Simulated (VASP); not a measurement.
Crystal: Ce.

```
Ce
1.0
     0.00000    2.58060    2.58060
     2.58060    0.00000    2.58060
     2.58060    2.58060    0.00000
Ce
1
Cartesian
  0.0000 0.0000 0.0000
```

| Item | Value |
| --- | --- |
| Program | VASP 6.6.1 |
| Task | relaxation of cell and atoms |
| Functional | RPBE |
| Potentials or basis | VASP PAW PBE potentials, release 64 (Ce) |
| Cutoff | 600 eV |
| k mesh | 11 × 11 × 11 |
| Occupations | fermi-dirac, width 0.1 eV |
| Spin | no spin polarisation |

At the start: pressure -3.9 GPa; volume 34.37 Å³/atom.

Task: Where does the relaxation end?

Result: Over 10 steps the energy falls by 85.3 meV/atom and the volume is 28.41 Å³/atom (-17.4 %); space group Fm-3m (No. 225, to 0.1 Å) before and after.

The path:
```tsv
step	energy change (eV)	largest force (eV/Å)	pressure (GPa)	volume (Å³)
1	0.0000	0.0000	-3.88	34.37
2	-0.0732	0.0000	-1.85	30.39
3	-0.0853	0.0000	0.08	28.30
4	-0.0853	0.0000	-0.11	28.42
5	-0.0853	0.0000	-0.11	28.41
6	-0.0853	0.0000	-0.13	28.41
7	-0.0853	0.0000	-0.07	28.41
8	-0.0853	0.0000	-0.07	28.41
9	-0.0853	0.0000	-0.06	28.41
10	-0.0853	0.0000	-0.05	28.41
```

Final structure:
```
Ce
1.0
     0.00000    2.42178    2.42178
     2.42178    0.00000    2.42178
     2.42178    2.42178    0.00000
Ce
1
Direct
  0.00000 0.00000 0.00000
```

Caveat: the volume moved by over 15 % at a fixed basis, so the end points are rough; the PAW data sets were made with another functional, which shifts forces and pressure a little; semilocal functionals describe open f shells poorly, which spoils levels, moments and volumes.
